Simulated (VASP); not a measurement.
# S (P6_3/mmc) in VASP: a series of runs, part 2 of 2

VASP 6.6.1.

## 5. Relaxation of cell and atoms, r2SCAN

This run uses another cell than the first one: it holds 4 atoms, not 2.

Input file POSCAR:

```
S
1.0
    3.6996465595      0.0000000000      0.0000000000
   -1.8498232798      3.2039879056      0.0000000000
    0.0000000000      0.0000000000     10.0762731500
S
4
Direct
    0.0000000000      0.0000000000      0.2500000000
    0.0000000000      0.0000000000      0.7500000000
    0.3333333333      0.6666666667      0.7500000000
    0.6666666667      0.3333333333      0.2500000000
```

Input file INCAR.step1:

```
PREC     = Accurate       # precision mode
ENCUT    = 600            # plane-wave cutoff, eV
ISMEAR   = 0              # smearing method
SIGMA    = 0.1            # smearing width, eV
LREAL    = False          # projectors in reciprocal space
LASPH    = True           # aspherical terms in the spheres
NELM     = 100            # most SCF steps
GGA      = PE             # functional
ALGO     = Normal         # electronic algorithm
EDIFF    = 1E-4           # SCF threshold, eV
LWAVE    = True           # write WAVECAR
LCHARG   = False          # write CHGCAR
```

Input file INCAR.step2:

```
PREC     = Accurate       # precision mode
ENCUT    = 600            # plane-wave cutoff, eV
EDIFF    = 1E-6           # SCF threshold, eV
ISMEAR   = 0              # smearing method
SIGMA    = 0.1            # smearing width, eV
LREAL    = False          # projectors in reciprocal space
LASPH    = True           # aspherical terms in the spheres
NELM     = 100            # most SCF steps
ALGO     = Normal         # electronic algorithm
ISIF     = 3              # what is computed and relaxed
LWAVE    = False          # write WAVECAR
LCHARG   = False          # write CHGCAR
METAGGA  = R2SCAN         # meta-GGA
LMIXTAU  = True         
IBRION   = 2              # ionic algorithm
NSW      = 90             # ionic steps
EDIFFG   = -0.04          # ionic threshold
ISTART   = 1
```

Input file KPOINTS:

```
regular mesh
0
Gamma
  6 6 2
```

Command:

```sh
> cat potpaw_PBE.64/S/POTCAR > POTCAR
> cp INCAR.step1 INCAR
> mpirun -np 1 vasp_std > vasp.out
> cp INCAR.step2 INCAR
> mpirun -np 1 vasp_std > vasp.out
```

Wall time 41 min (1 thread of Oxide Virtual Turin-like, shared host); peak memory 0.26 GiB.

It converged, with:

- Free energy: -28.8234 eV
- Relaxed volume: 18.90 Å³/atom
- Relaxed cell: a = 4.095 Å, b = 4.095 Å, c = 5.206 Å, α = 90.00°, β = 90.00°, γ = 120.00°
- Space group after relaxing (to 0.1 Å): P6_3/mmc (No. 194)
- Pressure after relaxing: 0.0 GPa

Stress tensor (GPa, compression positive):
```
-0.01  0.00  0.00
 0.00 -0.01  0.00
 0.00  0.00  0.09
```

Final structure:
```yaml
crystal:
  lattice:
    - [4.09502, 0.00000, 0.00000]
    - [-2.04751, 3.54639, 0.00000]
    - [0.00000, 0.00000, 5.20574]
  atoms:
    - { symbol: S, position: [0.00000, 0.00000, 0.25000] }
    - { symbol: S, position: [0.00000, 0.00000, 0.75000] }
    - { symbol: S, position: [0.33333, 0.66667, 0.75000] }
    - { symbol: S, position: [0.66667, 0.33333, 0.25000] }
```

Levels at points of the mesh, in eV from the Fermi level:
| k point | band 8 | band 9 | band 10 | band 11 | band 12 | band 13 | band 14 | band 15 | band 16 |
| --- | --- | --- | --- | --- | --- | --- | --- | --- | --- |
| (0.00, 0.00, 0.00) | -5.45 | -5.45 | -1.44 | -1.11 | -0.61 | -0.61 | 0.12 | 0.12 | 3.14 |
| (0.50, 0.00, 0.00) | -3.97 | -3.56 | -3.52 | -1.59 | 1.70 | 1.75 | 2.42 | 2.61 | 3.36 |
| (0.00, 0.00, 0.50) | -5.90 | -4.35 | -4.35 | -0.52 | -0.52 | -0.52 | -0.52 | -0.11 | -0.11 |
| (0.50, 0.00, 0.50) | -4.55 | -3.13 | -3.13 | -1.13 | -1.13 | 1.77 | 1.77 | 2.96 | 2.96 |

Caveat: the volume moved by over 15 % at a fixed basis, so the end points are rough; the highest band is partly filled, so the run has too few bands; the PAW data sets were made with another functional, which shifts forces and pressure a little.

## 6. Single point, r2SCAN

This run uses another cell than the first one: it holds 4 atoms, not 2.

Input file POSCAR:

```
S
1.0
    3.9775658380      0.0000000000      0.0000000000
   -1.9887829190      3.4446730609      0.0000000000
    0.0000000000      0.0000000000      6.9111872226
S
4
Direct
    0.0000000000      0.0000000000      0.2500000000
    0.0000000000      0.0000000000      0.7500000000
    0.3333333333      0.6666666667      0.7500000000
    0.6666666667      0.3333333333      0.2500000000
```

Input file INCAR.step1:

```
SYSTEM = S
PREC = Accurate ; ENCUT = 520
ISMEAR = 0 ; SIGMA = 0.1
LREAL = .FALSE. ; LASPH = .TRUE.
NELM = 80 ; NBANDS = 20
GGA = PE ; ALGO = Normal
EDIFF = 1E-4 ; LWAVE = .TRUE.
LCHARG = .FALSE.
```

Input file INCAR.step2:

```
SYSTEM = S
PREC = Accurate ; ENCUT = 520
EDIFF = 1E-7 ; ISMEAR = 0
SIGMA = 0.1 ; LREAL = .FALSE.
LASPH = .TRUE. ; NELM = 80
ALGO = Normal ; ISIF = 2
LWAVE = .FALSE. ; LCHARG = .FALSE.
METAGGA = R2SCAN ; LMIXTAU = .TRUE.
NBANDS = 20 ; ISTART = 1
```

Input file KPOINTS:

```
Automatic mesh
0
G
  15 15 8
  0 0 0
```

Potentials or basis: VASP PAW PBE potentials, release 64 (S).

Command:

```sh
> cat potpaw_PBE.64/S/POTCAR > POTCAR
> cp INCAR.step1 INCAR
> mpirun -np 1 vasp_std > vasp.out
> cp INCAR.step2 INCAR
> mpirun -np 1 vasp_std > vasp.out
```

Wall time 12 min (1 thread of Oxide Virtual Turin-like, shared host); peak memory 0.3 GiB.

It converged, with:

* Free energy: -28.4913 eV
* Pressure: -0.2 GPa
* Band gap on the k mesh: zero (bands 12 and 13 overlap by 0.53 eV)

Stress tensor (GPa, compression positive):
```
-0.30  0.00  0.00
 0.00 -0.30  0.00
 0.00  0.00 -0.05
```

Levels at points of the mesh, in eV from the Fermi level:
| k point | band 8 | band 9 | band 10 | band 11 | band 12 | band 13 | band 14 | band 15 | band 16 | band 17 |
| --- | --- | --- | --- | --- | --- | --- | --- | --- | --- | --- |
| (0.00, 0.00, 0.00) | -5.90 | -5.90 | -3.54 | -0.23 | -0.23 | -0.07 | -0.07 | 0.52 | 1.41 | 4.69 |
| (0.00, 0.00, 0.50) | -5.96 | -4.91 | -4.91 | -0.16 | -0.16 | -0.16 | -0.16 | 0.91 | 0.91 | 7.48 |

Caveat: the PAW data sets were made with another functional, which shifts forces and pressure a little.

## 7. Overview

```tsv
task	cell	k mesh	cutoff (eV)	gap on the mesh (eV)	pressure (GPa)	relaxed volume (Å³/atom)
relaxation of cell and atoms	relaxed from a = 3.503, b = 3.503, c = 5.686 Å, angles 90.0, 90.0, 120.0°, 2 atoms, atomic positions A	6 × 6 × 4	600	none	0.1	16.55
single point	a = 3.361, b = 3.361, c = 3.481 Å, angles 90.0, 90.0, 120.0°, 2 atoms, atomic positions A	21 × 21 × 16	520	none	-0.3	-
single point	a = 4.021, b = 4.021, c = 6.432 Å, angles 90.0, 90.0, 120.0°, 4 atoms, atomic positions B	6 × 6 × 2	520	none	-0.4	-
relaxation of cell and atoms	relaxed from a = 3.700, b = 3.700, c = 10.076 Å, angles 90.0, 90.0, 120.0°, 4 atoms, atomic positions B	6 × 6 × 2	600	-	0.0	18.90
single point	a = 3.978, b = 3.978, c = 6.911 Å, angles 90.0, 90.0, 120.0°, 4 atoms, atomic positions B	15 × 15 × 8	520	none	-0.2	-
```

Alike in all rows: level r2SCAN; potentials or basis VASP PAW PBE potentials, release 64 (S); no spin polarisation; smearing gaussian 0.1 eV.

Caveats: some runs use coarse meshes; the PAW data sets were made with another functional, which shifts forces and pressure a little; the volume moved by over 15 % at a fixed basis, so the end points are rough (at least some runs); the highest band is partly filled, so the run has too few bands (at least some runs).

Total energies depend on the potentials used, so only differences within one code and one set of settings carry meaning.
